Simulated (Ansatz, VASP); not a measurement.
# Two plane-wave programs on InP

```xyz
2
Lattice="0.0000 2.9465 2.9098 2.9465 0.0000 2.9098 2.9465 2.9465 0.0000" Properties=species:S:1:pos:R:3 pbc="T T T"
In    0.0000    0.0000    0.0000
P     1.4733    1.4733    1.4549
```

Change from the starting cell: strained cell.

Alike in both runs: task relaxation of the atoms; functional PBEsol; k mesh 10 × 10 × 10; occupations gaussian, width 0.02 eV; no spin polarisation.

```csv
,VASP,Ansatz
version,VASP 6.6.1,Ansatz 0.2.0
potentials or method,"VASP PAW PBE potentials, release 64 (In_d, P), cutoff 450 eV","scalar-relativistic, plane waves, PAW"
valence electrons in the cell,18,18
```

|  | VASP | Ansatz | Ansatz less VASP |
| --- | --- | --- | --- |
| gap on the k mesh at the Fermi level, each at its own relaxed structure (eV) | 0.56 | 0.56 | +0.001 |

VASP's potentials were made for PBE, not for PBEsol. Ansatz's warnings: stress scf threshold loose.

Noted on VASP's run: the relaxation stopped at its first step, so nothing moved.
